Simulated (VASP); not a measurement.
# TaN in VASP: further runs, part 2 of 2

VASP 6.6.1. Earlier steps stand in the parts before.

## Step 5: Single point, PBEsol, collinear spin, ferromagnetic start

This run uses another cell than the first one, of 15.46 Å³/atom, 0.962 times its volume.

Contents of INCAR:

```
PREC = Accurate ; ENCUT = 520
EDIFF = 1E-6 ; ISMEAR = 0
SIGMA = 0.05 ; LREAL = False
LASPH = True ; NELM = 150
ALGO = Normal ; ISIF = 2
LWAVE = False ; LCHARG = True
ISPIN = 2 ; MAGMOM = 0.5 0
LORBIT = 11 ; LMAXMIX = 4
GGA = PS ; LELF = True
LVHAR = True ; NBANDS = 19
```

Contents of KPOINTS:

```
regular mesh
0
Gamma
  7 7 7
```

Contents of POSCAR:

```
TaN
1.0
    0.0000000000      2.4911437700      2.4911437700
    2.4911437700      0.0000000000      2.4911437700
    2.4911437700      2.4911437700      0.0000000000
Ta N
1 1
Direct
    0.0000000000      0.0000000000      0.0000000000
    0.2500000000      0.2500000000      0.2500000000
```

Potentials or basis: VASP PAW PBE potentials, release 64 (Ta_pv, N).

Started as:

```console
$ cat potpaw_PBE.64/Ta_pv/POTCAR potpaw_PBE.64/N/POTCAR > POTCAR
$ mpirun -np 1 vasp_std > vasp.out
```

OUTCAR:

```text
PREC = Accurate
   ENCUT = 520
   EDIFF = 1E-6
   ISMEAR = 0
   LREAL = False
   LASPH = True
   NELM = 150
   ISIF = 2
   ISPIN = 2
   LORBIT = 11
   GGA = PS

 ion  position               nearest neighbor table
   1  0.000  0.000  0.000-   2 2.16   2 2.16   2 2.16   2 2.16
   2  0.250  0.250  0.250-   1 2.16   1 2.16   1 2.16   1 2.16

  LATTYP: Found a face centered cubic cell.
 ALAT       =     4.9822875400

  Lattice vectors:

 A1 = (   0.0000000000,   2.4911437700,   2.4911437700)
 A2 = (   2.4911437700,   0.0000000000,   2.4911437700)
 A3 = (   2.4911437700,   2.4911437700,   0.0000000000)
[... 1088 lines left out ...]

 VOLUME and BASIS-vectors are now :
 -----------------------------------------------------------------------------
  energy-cutoff  :      520.00
  volume of cell :       30.92
      direct lattice vectors                 reciprocal lattice vectors
     0.000000000  2.491143770  2.491143770    -0.200711017  0.200711017  0.200711017
     2.491143770  0.000000000  2.491143770     0.200711017 -0.200711017  0.200711017
     2.491143770  2.491143770  0.000000000     0.200711017  0.200711017 -0.200711017

 POSITION                                       TOTAL-FORCE (eV/Angst)
 -----------------------------------------------------------------------------------
      0.00000      0.00000      0.00000        -0.000000     -0.000000     -0.000000
      1.24557      1.24557      1.24557         0.000000      0.000000      0.000000
 -----------------------------------------------------------------------------------
    total drift:                               -0.000000     -0.000000     -0.000000

  FREE ENERGIE OF THE ION-ELECTRON SYSTEM (eV)
  ---------------------------------------------------
  free  energy   TOTEN  =       -22.2154347765 eV

  energy  without entropy=      -22.2136588899  energy(sigma->0) =      -22.21454683

 total charge

# of ion       s       p       d       tot
------------------------------------------
    1        0.280   6.164   2.215   8.658
    2        1.241   2.415   0.000   3.656
--------------------------------------------------
tot          1.521   8.579   2.215  12.314

 magnetization (x)

# of ion       s       p       d       tot
------------------------------------------
    1        0.000   0.000  -0.000  -0.000
    2        0.000  -0.000   0.000  -0.000
--------------------------------------------------
tot          0.000  -0.000  -0.000  -0.000
```

OSZICAR:

```text
N       E                     dE             d eps       ncg     rms          rms(c)
DAV:   1     0.110075491356E+03    0.11008E+03   -0.77181E+03  1520   0.791E+02
DAV:   2    -0.214929889206E+02   -0.13157E+03   -0.12380E+03  1792   0.257E+02
DAV:   3    -0.255763270924E+02   -0.40833E+01   -0.40320E+01  1796   0.435E+01
DAV:   4    -0.255964029448E+02   -0.20076E-01   -0.20071E-01  1740   0.341E+00
DAV:   5    -0.255964883539E+02   -0.85409E-04   -0.85408E-04  1700   0.219E-01    0.189E+01
DAV:   6    -0.225651161243E+02    0.30314E+01   -0.50341E+00  1813   0.223E+01    0.678E+00
DAV:   7    -0.222622843730E+02    0.30283E+00   -0.51887E-01  1586   0.693E+00    0.543E+00
DAV:   8    -0.222303919741E+02    0.31892E-01   -0.24534E-01  1634   0.340E+00    0.175E+00
DAV:   9    -0.222158011414E+02    0.14591E-01   -0.28583E-02  1631   0.127E+00    0.519E-01
DAV:  10    -0.222155612636E+02    0.23988E-03   -0.86736E-04  1640   0.222E-01    0.201E-01
DAV:  11    -0.222154667196E+02    0.94544E-04   -0.11511E-04  1675   0.834E-02    0.941E-02
DAV:  12    -0.222154438603E+02    0.22859E-04   -0.24254E-05  1651   0.376E-02    0.243E-02
DAV:  13    -0.222154356052E+02    0.82551E-05   -0.45106E-06  1691   0.161E-02    0.899E-03
DAV:  14    -0.222154347765E+02    0.82873E-06   -0.23631E-07   983   0.355E-03
   1 F= -.22215435E+02 E0= -.22214547E+02  d E =-.177589E-02  mag=     0.0000
```

stdout:

```text
POSCAR found type information on POSCAR TaN
 POSCAR found :  2 types and       2 ions
 scaLAPACK will be used
 -----------------------------------------------------------------------------
|                                                                             |
|                                                                             |
|     You enforced a specific xc type in the INCAR file but a different       |
|     I HOPE YOU KNOW WHAT YOU ARE DOING!                                     |
|                                                                             |
 -----------------------------------------------------------------------------

 LDA part: xc-table for (Slater+PW92), standard interpolation
 POSCAR, INCAR and KPOINTS ok, starting setup
 FFT: planning ... GRIDC
 FFT: planning ... GRID_SOFT
 FFT: planning ... GRID
 WAVECAR not read
 entering main loop
```

Wall time 13 s (1 thread of Intel Xeon 6975P-C (Granite Rapids), shared host); peak memory 0.18 GiB.

What came out:

```
Free energy                                           : -22.2154 eV
Pressure                                              : -30.5 GPa
Band gap on the k mesh                                : zero (filled and empty bands overlap)
Net moment                                            : 0.00 μB per cell
Valence electrons inside the program's atomic spheres : Ta 8.66; N 3.66
```

Levels at points of the mesh, in eV from the Fermi level:
Spin up:
| k point | band 6 | band 7 | band 8 | band 9 | band 10 | band 11 |
| --- | --- | --- | --- | --- | --- | --- |
| (0.00, 0.00, 0.00) | -6.08 | -6.08 | -1.31 | 0.34 | 0.34 | 4.89 |
Spin down:
| k point | band 6 | band 7 | band 8 | band 9 | band 10 | band 11 |
| --- | --- | --- | --- | --- | --- | --- |
| (0.00, 0.00, 0.00) | -6.08 | -6.08 | -1.31 | 0.34 | 0.34 | 4.89 |

Caveat: the PAW data sets were made with another functional, which shifts forces and pressure a little; spin-orbit coupling is left out, which moves the levels of the heavy elements.

## Step 6: The runs side by side

| level | spin | cell | k mesh | smearing | gap on the mesh (eV) | pressure (GPa) |
| --- | --- | --- | --- | --- | --- | --- |
| PBE | off | a = 3.569 Å, angles 60.0°, 2 atoms | 9 × 9 × 9 | fermi-dirac 0.05 eV | none | -29.9 |
| PBE | off | a = 3.592 Å, angles 60.0°, 2 atoms | 9 × 9 × 9 | fermi-dirac 0.05 eV | none | -31.7 |
| PBE | off | a = 3.523 Å, angles 60.0°, 2 atoms | 9 × 9 × 9 | fermi-dirac 0.05 eV | none | -25.0 |
| PBEsol | collinear, ferromagnetic start | a = 3.523 Å, angles 60.0°, 2 atoms | 7 × 7 × 7 | gaussian 0.05 eV | none | -30.5 |

Some of these runs hold the atoms at other places in the same cell, which the table doesn't show; runs alike in all that it shows share one row.

Alike in all rows: task single point; potentials or basis VASP PAW PBE potentials, release 64 (Ta_pv, N); cutoff (eV) 520.

Caveats: spin-orbit coupling is left out, which moves the levels of the heavy elements; the PAW data sets were made with another functional, which shifts forces and pressure a little (some runs).

Total energies depend on the potentials used, so only differences within one code and one set of settings carry meaning.
